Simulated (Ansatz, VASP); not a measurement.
## SiC in VASP and in Ansatz

File INCAR:

```
ALGO = Normal ; EDIFF = 1E-7
ENCUT = 520 ; GGA = CA
ISIF = 2 ; ISMEAR = 0
LASPH = T ; LCHARG = F
LREAL = F ; LWAVE = F
NBANDS = 11 ; NELM = 80
PREC = Accurate ; SIGMA = 0.05
```

KPOINTS

```
k-points
0
Gamma
  14 14 14
```

Contents of POSCAR:

```
SiC
1.0
    0.0000000000      2.1740000000      2.1740000000
    2.1740000000      0.0000000000      2.1740000000
    2.1740000000      2.1740000000      0.0000000000
Si C
1 1
Direct
   -0.1219710409      0.0000000000      0.0000000000
    0.7500000000      0.7500000000      0.7500000000
```

Input for Ansatz:

```yaml
crystal:
  lattice:
    - [0.0, 2.174, 2.174]
    - [2.174, 0.0, 2.174]
    - [2.174, 2.174, 0.0]
  atoms:
    - { symbol: Si, position: [-0.1219710409, 0.0, 0.0] }
    - { symbol: C, position: [0.75, 0.75, 0.75] }
basis:
  ecutwfc: 420
kpoints:
  mp_grid: { grid: [14, 14, 14] }
hamiltonian:
  xc: lda
scf:
  occupations: { method: gaussian, width: 0.05 }
output:
  forces: true
  stress: true
  eigenvalues: true
```

Change from the starting cell: all Si atoms moved +0.375 Å, as atom 1 towards its neighbour atom 1 (Si) at 3.075 Å.

Alike in both runs: task single point; functional LDA; k mesh 14 × 14 × 14; occupations gaussian, width 0.05 eV; no spin polarisation.

|  | VASP | Ansatz |
| --- | --- | --- |
| version | VASP 6.6.1 | Ansatz 0.2.0 |
| potentials or method | VASP PAW LDA potentials, release 64 (Si, C), cutoff 520 eV | scalar-relativistic, plane waves, PAW |
| valence electrons in the cell | 8 | 8 |

```tsv
	VASP	Ansatz	Ansatz less VASP
gap on the k mesh at the Fermi level (eV)	none	none	-
pressure (GPa)	15.8	15.6	-0.25
traceless stress, the component that is largest in VASP (GPa)	22.95	22.86	-0.092
rms of the force components (eV/Å)	5.458	5.461	+0.0035
```

LDA's correlation is that of Perdew and Zunger in VASP and of Perdew and Wang (1992) in Ansatz. Atom by atom the forces differ by 0.007 eV/Å (rms over components). A gap of «none» marks a metal or a gap that the smearing closes.
